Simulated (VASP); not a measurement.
# Be3ZnTe4 (P-43m) in VASP: further runs

Runs on Be3ZnTe4. Level: PBE. Tasks: single point, relaxation of cell and atoms.

Program: VASP 6.6.1. These are calculated values, not measurements. Logs are shortened: lines on timing, memory, paths and dates and some standing lists are left out, and cuts for length are marked.

## 1. The cell of the first run

Symmetry: P-43m, No. 215, cubic system. Conventional cell: a = 5.796 Å, b = 5.796 Å, c = 5.796 Å, α = 90.00°, β = 90.00°, γ = 90.00°. Within 3.3 Å of Be (site symmetry -42m) lie 4 Te at 2.48 Å. Zn (site symmetry -43m) has 4 Te at 2.62 Å within 3.5 Å. Te (site symmetry 3m) has 3 Be at 2.48 Å and 1 Zn at 2.62 Å within 3.3 Å.

## 2. Single point, PBE

INCAR

```
SYSTEM = Be3ZnTe4
ALGO     = Normal         ! electronic algorithm
EDIFF    = 1E-6           ! SCF threshold, eV
ENCUT    = 520            ! plane-wave cutoff, eV
GGA      = PE             ! functional
ISIF     = 2              ! what is computed and relaxed
ISMEAR   = 0              ! smearing method
LASPH    = .True.         ! aspherical terms in the spheres
LCHARG   = .False.        ! write CHGCAR
LREAL    = .False.        ! projectors in reciprocal space
LWAVE    = .False.        ! write WAVECAR
NBANDS   = 31             ! bands
NELM     = 100            ! most SCF steps
PREC     = Accurate       ! precision mode
SIGMA    = 0.02           ! smearing width, eV
```

KPOINTS

```
k-points
0
Gamma
  6 6 6
  0 0 0
```

POSCAR

```
Be3ZnTe4
1.0
    5.7955780835      0.0000000000      0.0000000000
    0.0000000000      5.7955780835      0.0000000000
    0.0000000000      0.0000000000      5.7955780835
Be Zn Te
3 1 4
Direct
    0.0000000000      0.5000000000      0.0000000000
    0.0000000000      0.0000000000      0.5000000000
    0.5000000000      0.0000000000      0.0000000000
    0.5000000000      0.5000000000      0.5000000000
    0.2393513738      0.7606486262      0.7606486262
    0.2393513738      0.2393513738      0.2393513738
    0.7606486262      0.7606486262      0.2393513738
    0.7606486262      0.2393513738      0.7606486262
```

Potentials or basis: VASP PAW PBE potentials, release 64 (Be, Zn, Te).

Started as:

```
cat potpaw_PBE.64/Be/POTCAR potpaw_PBE.64/Zn/POTCAR potpaw_PBE.64/Te/POTCAR > POTCAR
mpirun -np 1 vasp_std > vasp.out
```

OUTCAR:

```text
SYSTEM = Be3ZnTe4
   EDIFF = 1E-6
   ENCUT = 520
   GGA = PE
   ISIF = 2
   ISMEAR = 0
   LASPH = .True.
   LREAL = .False.
   NELM = 100
   PREC = Accurate

 ion  position               nearest neighbor table
   1  0.000  0.500  0.000-   5 2.48   6 2.48   7 2.48   8 2.48
   2  0.000  0.000  0.500-   5 2.48   6 2.48   7 2.48   8 2.48
   3  0.500  0.000  0.000-   5 2.48   6 2.48   7 2.48   8 2.48
   4  0.500  0.500  0.500-   5 2.62   6 2.62   7 2.62   8 2.62
   5  0.239  0.761  0.761-   1 2.48   2 2.48   3 2.48   4 2.62
   6  0.239  0.239  0.239-   1 2.48   2 2.48   3 2.48   4 2.62
   7  0.761  0.761  0.239-   1 2.48   2 2.48   3 2.48   4 2.62
   8  0.761  0.239  0.761-   1 2.48   2 2.48   3 2.48   4 2.62

  LATTYP: Found a simple cubic cell.
 ALAT       =     5.7955780835

  Lattice vectors:

 A1 = (   5.7955780835,   0.0000000000,   0.0000000000)
 A2 = (   0.0000000000,   5.7955780835,   0.0000000000)
 A3 = (   0.0000000000,   0.0000000000,   5.7955780835)

Analysis of symmetry for initial positions (statically):
=====================================================================
 Subroutine PRICEL returns:
 Original cell was already a primitive cell.

 Routine SETGRP: Setting up the symmetry group for a
 simple cubic supercell.

 Subroutine GETGRP returns: Found 24 space group operations
 (whereof 24 operations were pure point group operations)
 out of a pool of 48 trial point group operations.

The static configuration has the point symmetry T_d .

Analysis of symmetry for dynamics (positions and initial velocities):
=====================================================================
 Subroutine PRICEL returns:
 Original cell was already a primitive cell.

 Routine SETGRP: Setting up the symmetry group for a
 simple cubic supercell.

 Subroutine GETGRP returns: Found 24 space group operations
 (whereof 24 operations were pure point group operations)
 out of a pool of 48 trial point group operations.

The dynamic configuration has the point symmetry T_d .

 Subroutine INISYM returns: Found 24 space group operations
 (whereof 24 operations are pure point group operations),
 and found     1 'primitive' translations

----------------------------------------------------------------------------------------

                                     Primitive cell

  volume of cell :     194.6661
[... 100 lines left out ...]
   IBRION =     -1    ionic relax: 0-MD 1-quasi-New 2-CG
   NFREE  =      0    steps in history (QN), initial steepest desc. (CG)
   ISIF   =      2    stress and relaxation
   ISYM   =      2    0-nonsym 1-usesym 2-fastsym
   POTIM  = 0.5000    time-step for ionic-motion
   TEBEG  =    0.0;   TEEND  =   0.0 temperature during run
   PSTRESS=    0.0 pullay stress
   NELECT =      42.0000    total number of electrons
   NUPDOWN=      -1.0000    fix difference up-down
   EMIN   =  10.00;   EMAX   =-10.00  energy-range for DOS
   EFERMI =   0.00;   METHOD = LEGACY
   ISMEAR =     0;   SIGMA  =   0.02  broadening in eV -4-tet -1-fermi 0-gaus
   EFERMI_NEDOS =   21; number of points for ismear=-14 and -15
   IALGO  =     38    algorithm
   IMIX   =      4    mixing-type and parameters
     AMIX     =   0.40;   BMIX     =  1.00
     AMIX_MAG =   1.60;   BMIX_MAG =  1.00
  volume/ion in A,a.u.               =      24.33       164.21
  Fermi-wavevector in a.u.,A,eV,Ry     =   0.981886  1.855496 13.117384  0.964101
  Thomas-Fermi vector in A             =   2.112927
   LORBIT       =      0    0 simple, 1 ext, 2 COOP (PROOUT), +10 PAW based schemes
   GGA     = PE    functional components
   LHFCALC =     F    Hartree Fock is set to
   AEXX    =    0.0000 exact exchange contribution
   IVDW    =     0    specifies the selected vdW correction
   LEPSILON=     F    determine dielectric tensor
   LRPA    =     F    only Hartree local field effects (RPA)
 non-spin polarized calculation
 Gauss-broadening in eV      SIGMA  =   0.02
  energy-cutoff  :      520.00
  volume of cell :      194.67
 maximum number of plane-waves:      5263
 NGX is ok and might be reduce to    48
   NGX = 21   NGY = 21   NGZ = 21

 number of electron      41.9999993 magnetization

 Free energy of the ion-electron system (eV)
  ---------------------------------------------------
  ext. energy  EPLUGINS =         0.00000000
  ---------------------------------------------------
  free energy    TOTEN  =       -27.90017767 eV

  energy without entropy =      -27.90017767  energy(sigma->0) =      -27.90017767

 E-fermi :   4.4762     XC(G=0):  -8.9513

 val. band max:        4.3436896240   @ k =   0.0000   0.0000   0.0000
 cond. band min:       6.2146031201   @ k =   0.0000   0.0000   0.0000
 fundamental gap:      1.8709134961
 Fermi energy:         4.4761930338

 k-point     1 :       0.0000    0.0000    0.0000
  band No.  band energies     occupation
      1      -7.6936      2.00000
      2      -6.1081      2.00000
      3      -6.1081      2.00000
      4      -6.1081      2.00000
      5      -2.3494      2.00000
      6      -2.3494      2.00000
[... 669 lines left out ...]
     30       9.2030      0.00000
     31       9.2532      0.00000

------------------------ aborting loop because EDIFF is reached ----------------------------------------

  FORCE on cell =-STRESS in cart. coord.  units (eV):
  Direction    XX          YY          ZZ          XY          YZ          ZX
  --------------------------------------------------------------------------------------
  -------------------------------------------------------------------------------------
  Total        0.1463828      0.1463828      0.1463828      0.0000000      0.0000000      0.0000000
  in kB        1.2047876      1.2047876      1.2047876      0.0000000      0.0000000      0.0000000
  external PRESSURE =       1.2047876 kB  Pullay stress =       0.0000000 kB

 VOLUME and BASIS-vectors are now :
 -----------------------------------------------------------------------------
  energy-cutoff  :      520.00
  volume of cell :      194.67
      direct lattice vectors                 reciprocal lattice vectors
     5.795578083  0.000000000  0.000000000     0.172545342  0.000000000  0.000000000
     0.000000000  5.795578083  0.000000000     0.000000000  0.172545342  0.000000000
     0.000000000  0.000000000  5.795578083     0.000000000  0.000000000  0.172545342

 POSITION                                       TOTAL-FORCE (eV/Angst)
 -----------------------------------------------------------------------------------
      0.00000      2.89779      0.00000         0.000000     -0.000000      0.000000
      0.00000      0.00000      2.89779         0.000000     -0.000000      0.000000
      2.89779      0.00000      0.00000         0.000000      0.000000      0.000000
      2.89779      2.89779      2.89779         0.000000     -0.000000      0.000000
      1.38718      4.40840      4.40840        -0.003370      0.003370      0.003370
      1.38718      1.38718      1.38718        -0.003370     -0.003370     -0.003370
      4.40840      4.40840      1.38718         0.003370      0.003370     -0.003370
      4.40840      1.38718      4.40840         0.003370     -0.003370      0.003370
 -----------------------------------------------------------------------------------
    total drift:                                0.000000      0.000000     -0.000000

  FREE ENERGIE OF THE ION-ELECTRON SYSTEM (eV)
  ---------------------------------------------------
  free  energy   TOTEN  =       -27.9001776689 eV

  energy  without entropy=      -27.9001776689  energy(sigma->0) =      -27.90017767
```

stdout:

```text
POSCAR found type information on POSCAR BeZnTe
 POSCAR found :  3 types and       8 ions
 scaLAPACK will be used
 LDA part: xc-table for (Slater+PW92), standard interpolation
 POSCAR, INCAR and KPOINTS ok, starting setup
 FFT: planning ... GRIDC
 FFT: planning ... GRID_SOFT
 FFT: planning ... GRID
 WAVECAR not read
 entering main loop
```

It took 3.7 min on 1 thread of Intel Xeon 8259CL, shared host; peak memory 0.39 GiB.

What came out:

* Free energy: -27.9002 eV
* Pressure: 0.1 GPa
* Largest force: 0.006 eV/Å
* Band gap on the k mesh: 1.87 eV

Forces on the atoms (eV/Å):
```
Be   0.000  0.000  0.000
Be   0.000  0.000  0.000
Be   0.000  0.000  0.000
Zn   0.000  0.000  0.000
Te  -0.003  0.003  0.003
Te  -0.003 -0.003 -0.003
Te   0.003  0.003 -0.003
Te   0.003 -0.003  0.003
```

Caveat: spin-orbit coupling is left out, which moves the levels of the heavy elements. A k mesh can miss the band edges.

(Part 1 of 2 ends here.)
